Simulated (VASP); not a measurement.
# Mg3O2 (I4/mmm) in VASP: a series of runs, part 2 of 2

VASP 6.6.1. The steps go on from the part before.

**3. Relaxation of cell and atoms, PBE**

This run uses another cell than the first one, of 13.21 Å³/atom.

INCAR reads:

```
PREC = Accurate
ENCUT = 600
EDIFF = 1E-6
ISMEAR = 0
SIGMA = 0.2
LREAL = F
LASPH = T
NELM = 60
ALGO = Normal
ISIF = 3
LWAVE = F
LCHARG = F
GGA = PE
IBRION = 2
NSW = 36
EDIFFG = -0.08
```

KPOINTS reads:

```
regular mesh
0
Gamma
  7 7 7
```

POSCAR reads:

```
Mg3O2
1.0
   -1.5250000000      1.5250000000      7.1000000000
    1.5250000000     -1.5250000000      7.1000000000
    1.5250000000      1.5250000000     -7.1000000000
Mg O
3 2
Direct
    0.6750000000      0.6750000000      0.0000000000
    0.3250000000      0.3250000000      0.0000000000
    0.0000000000      0.0000000000      0.0000000000
    0.8250000000      0.8250000000      0.0000000000
    0.1750000000      0.1750000000      0.0000000000
```

Potentials or basis: VASP PAW PBE potentials, release 64 (Mg, O).

Launch:

```bash
> cat potpaw_PBE.64/Mg/POTCAR potpaw_PBE.64/O/POTCAR > POTCAR
> mpirun -np 1 vasp_std > vasp.out
```

OUTCAR:

```text
PREC = Accurate
   ENCUT = 600
   EDIFF = 1E-6
   ISMEAR = 0
   LREAL = F
   LASPH = T
   NELM = 60
   ISIF = 3
   GGA = PE
   IBRION = 2
   NSW = 36
   EDIFFG = -0.08

 ion  position               nearest neighbor table
   1  0.675  0.675  0.000-   4 2.13   5 2.16   5 2.16   5 2.16   5 2.16   2 3.03   2 3.03   2 3.03
                             2 3.03   3 3.29   3 3.29   3 3.29   3 3.29
   2  0.325  0.325  0.000-   5 2.13   4 2.16   4 2.16   4 2.16   4 2.16   1 3.03   1 3.03   1 3.03
                             1 3.03   3 3.29   3 3.29   3 3.29   3 3.29
   3  0.000  0.000  0.000-   4 2.48   5 2.48   2 3.29   1 3.29   1 3.29   1 3.29   2 3.29   2 3.29
                             1 3.29   2 3.29
   4  0.825  0.825  0.000-   1 2.13   2 2.16   2 2.16   2 2.16   2 2.16   3 2.48
   5  0.175  0.175  0.000-   2 2.13   1 2.16   1 2.16   1 2.16   1 2.16   3 2.48

  LATTYP: Found a body centered tetragonal cell.
 ALAT       =     3.0500000000
 C/A-ratio  =     4.6557377049
[... 206 lines left out ...]
      8       1.0671      2.00000
      9       1.0671      2.00000
     10       5.7714      0.00000
     11       7.3152      0.00000
     12      11.2213      0.00000
     13      11.6389      0.00000
[... 679 lines left out ...]
--------------------------------------- Ionic step        9  -------------------------------------------

 number of electron      17.9999999 magnetization

 Free energy of the ion-electron system (eV)
  ---------------------------------------------------
  ext. energy  EPLUGINS =         0.00000000
  ---------------------------------------------------
  free energy    TOTEN  =       -24.38908186 eV

  energy without entropy =      -24.38119650  energy(sigma->0) =      -24.38513918

 E-fermi :   5.8970     XC(G=0): -10.1947

 val. band max:        5.8454814793   @ k =   0.4286   0.4286   0.0000
 cond. band min:       6.0315232616   @ k =  -0.1429   0.2857   0.1429
 fundamental gap:      0.1860417823
 Fermi energy:         5.8969882252

 k-point     1 :       0.0000    0.0000    0.0000
  band No.  band energies     occupation
      1     -14.9255      2.00000
      2     -14.1561      2.00000
      3      -2.2758      2.00000
      4       0.1077      2.00000
      5       0.8173      2.00000
      6       0.8173      2.00000
      7       1.4743      2.00000
      8       1.4754      2.00000
      9       1.4754      2.00000
     10       7.2099      0.00000
     11       8.8025      0.00000
     12      11.8217      0.00000
     13      13.4301      0.00000
[... 400 lines left out ...]
  FREE ENERGIE OF THE ION-ELECTRON SYSTEM (eV)
  ---------------------------------------------------
  free  energy   TOTEN  =       -24.3890818613 eV

  energy  without entropy=      -24.3811964987  energy(sigma->0) =      -24.38513918

 reached required accuracy - stopping structural energy minimisation
```

OSZICAR:

```text
N       E                     dE             d eps       ncg     rms          rms(c)
DAV:   1     0.997617264960E+02    0.99762E+02   -0.90441E+03  1048   0.133E+03
[... 78 lines left out ...]
DAV:   1    -0.244082154953E+02   -0.20862E-01   -0.81023E-01  1075   0.882E+00    0.101E+00
DAV:   2    -0.243898613075E+02    0.18354E-01   -0.89854E-02  1160   0.265E+00    0.191E-01
DAV:   3    -0.243893621278E+02    0.49918E-03   -0.27010E-03  1150   0.497E-01    0.109E-01
DAV:   4    -0.243891038187E+02    0.25831E-03   -0.69187E-04  1295   0.253E-01    0.372E-02
DAV:   5    -0.243890804953E+02    0.23323E-04   -0.13564E-04  1275   0.101E-01    0.831E-03
DAV:   6    -0.243890818419E+02   -0.13466E-05   -0.80062E-06  1205   0.241E-02    0.567E-03
DAV:   7    -0.243890818613E+02   -0.19434E-07   -0.18074E-06   679   0.118E-02
   9 F= -.24389082E+02 E0= -.24385139E+02  d E =-.172809E-02
```

It took 11 min on 1 thread of Intel Xeon Platinum 8488C (Sapphire Rapids), shared host; peak memory 0.52 GiB.

What came out:

```yaml
Free_energy: -24.3891 eV
Relaxed_volume: 11.91 Å³/atom
Relaxed_cell: a = 6.909 Å, b = 6.909 Å, c = 6.909 Å, α = 154.84°, β = 154.84°, γ = 35.88°
Space_group_after_relaxing_to_0.1_Å: I4/mmm (No. 139)
Energy_gained_by_relaxing: 26.9 meV/atom
Ionic_steps: 9
Pressure_after_relaxing: 0.7 GPa
Largest_force_after_relaxing: 0.018 eV/Å
Band_gap_on_the_k_mesh: zero (bands 9 and 10 overlap by 0.40 eV)
```

Forces in eV/Å, atoms in the order of the input:
```
Mg   0.000  0.000 -0.005
Mg   0.000  0.000  0.005
Mg   0.000  0.000  0.000
O    0.000  0.000 -0.018
O    0.000  0.000  0.018
```

Step by step:
| step | energy change (eV) | largest force (eV/Å) | pressure (GPa) | volume (Å³) |
| --- | --- | --- | --- | --- |
| 1 | 0.0000 | 0.2330 | -5.45 | 66.05 |
| 2 | -0.0777 | 0.3042 | 0.33 | 61.84 |
| 3 | -0.0778 | 0.2972 | 0.16 | 61.94 |
| 4 | -0.0918 | 0.2175 | 0.09 | 61.64 |
| 5 | -0.1140 | 0.0533 | 0.11 | 60.74 |
| 6 | -0.1149 | 0.1043 | 0.21 | 60.52 |
| 7 | -0.1284 | 0.0834 | -0.33 | 60.40 |
| 8 | -0.1328 | 0.0985 | -0.66 | 60.27 |
| 9 | -0.1345 | 0.0181 | 0.66 | 59.55 |

Final structure:
```yaml
crystal:
  lattice:
    - [-1.50487, 1.50487, 6.57347]
    - [1.50487, -1.50487, 6.57347]
    - [1.50487, 1.50487, -6.57347]
  atoms:
    - { symbol: Mg, position: [0.66869, 0.66869, 0.00000] }
    - { symbol: Mg, position: [0.33131, 0.33131, 0.00000] }
    - { symbol: Mg, position: [0.00000, 0.00000, 0.00000] }
    - { symbol: O, position: [0.83055, 0.83055, 0.00000] }
    - { symbol: O, position: [0.16945, 0.16945, 0.00000] }
```

Levels at points of the mesh, in eV from the Fermi level:
```tsv
k point	band 7	band 8	band 9	band 10	band 11	band 12
(0.00, 0.00, 0.00)	-4.42	-4.42	-4.42	1.31	2.91	5.92
```

Caveat: semilocal functionals underestimate gaps, so a narrow gap can read as zero.

**4. Relaxation of cell and atoms, PBE**

INCAR reads:

```
PREC = Accurate
ENCUT = 600
EDIFF = 1E-6
ISMEAR = 0
SIGMA = 0.1
LREAL = False
LASPH = True
NELM = 100
ALGO = Normal
ISIF = 3
LWAVE = False
LCHARG = False
GGA = PE
IBRION = 2
NSW = 100
EDIFFG = -0.01
```

KPOINTS reads:

```
regular mesh
0
Gamma
  14 14 14
```

POSCAR reads:

```
Mg3O2
1.0
   -1.5099646686      1.5099646686      6.6403672494
    1.5099646686     -1.5099646686      6.6403672494
    1.5099646686      1.5099646686     -6.6403672494
Mg O
3 2
Direct
    0.6690150644      0.6690150644      0.0000000000
    0.3309849356      0.3309849356      0.0000000000
    0.0000000000      0.0000000000      0.0000000000
    0.8298687232      0.8298687232      0.0000000000
    0.1701312768      0.1701312768      0.0000000000
```

Launch:

```bash
> cat potpaw_PBE.64/Mg/POTCAR potpaw_PBE.64/O/POTCAR > POTCAR
> mpirun -np 1 vasp_std > vasp.out
```

It took 45 min on 1 thread of Intel Xeon 8259CL, shared host; peak memory 0.62 GiB.

The run converged. Its results:

```
Free energy                           : -24.3861 eV
Relaxed volume                        : 12.03 Å³/atom
Relaxed cell                          : a = 6.962 Å, b = 6.962 Å, c = 6.962 Å, α = 155.02°, β = 155.02°, γ = 35.63°
Space group after relaxing (to 0.1 Å) : I4/mmm (No. 139)
Energy gained by relaxing             : 0.3 meV/atom
Ionic steps                           : 5
Pressure after relaxing               : 0.0 GPa
Band gap on the k mesh                : zero (bands 9 and 10 overlap by 1.40 eV)
```

Forces in eV/Å, atoms in the order of the input:
```
Mg   0.000  0.000 -0.001
Mg   0.000  0.000  0.001
Mg   0.000  0.000  0.000
O    0.000  0.000  0.002
O    0.000  0.000 -0.002
```

Step by step:
```
step  energy change (eV)  largest force (eV/Å)  pressure (GPa)  volume (Å³)
   1              0.0000                0.0725           -0.73        60.56
   2             -0.0015                0.0149            0.13        60.08
   3             -0.0015                0.0184            0.03        60.12
   4             -0.0015                0.0176            0.06        60.11
   5             -0.0015                0.0022            0.03        60.13
```

Final structure:
```yaml
crystal:
  lattice:
    - [-1.50598, 1.50598, 6.62842]
    - [1.50598, -1.50598, 6.62842]
    - [1.50598, 1.50598, -6.62842]
  atoms:
    - { symbol: Mg, position: [0.66929, 0.66929, 0.00000] }
    - { symbol: Mg, position: [0.33071, 0.33071, 0.00000] }
    - { symbol: Mg, position: [0.00000, 0.00000, 0.00000] }
    - { symbol: O, position: [0.83013, 0.83013, 0.00000] }
    - { symbol: O, position: [0.16987, 0.16987, 0.00000] }
```

Levels at points of the mesh, in eV from the Fermi level:
| k point | band 7 | band 8 | band 9 | band 10 | band 11 | band 12 |
| --- | --- | --- | --- | --- | --- | --- |
| (0.00, 0.00, 0.00) | -4.41 | -4.35 | -4.35 | 1.27 | 2.86 | 5.98 |
| (0.50, 0.00, 0.00) | -4.60 | -4.60 | -1.95 | -0.07 | 2.73 | 3.93 |
| (0.50, 0.50, 0.00) | -5.49 | -5.34 | 0.82 | 1.27 | 1.65 | 4.23 |
| (0.50, 0.50, 0.50) | -4.35 | -4.35 | -2.85 | -0.57 | 4.97 | 5.43 |

**5. Summary**

```csv
task,cell,k mesh,cutoff (eV),smearing,gap on the mesh (eV),pressure (GPa),largest force (eV/Å)
single point,"a = 6.975 Å, angles 155.0, 155.0, 35.7°, 5 atoms, atomic positions A",7 × 7 × 7,520,gaussian 0.2 eV,none,-0.7,0.06
relaxation of cell and atoms,"relaxed from a = 7.420 Å, angles 156.3, 156.3, 33.8°, 5 atoms, atomic positions B",7 × 7 × 7,600,gaussian 0.2 eV,none,0.7,0.02
relaxation of cell and atoms,"relaxed from a = 6.975 Å, angles 155.0, 155.0, 35.7°, 5 atoms, atomic positions A",14 × 14 × 14,600,gaussian 0.1 eV,none,0.0,-
```

Alike in all rows: level PBE; potentials or basis VASP PAW PBE potentials, release 64 (Mg, O); no spin polarisation.

Caveats: semilocal functionals underestimate gaps, so a narrow gap can read as zero (at least some runs).

Absolute energies hang on the potentials; compare differences alone.
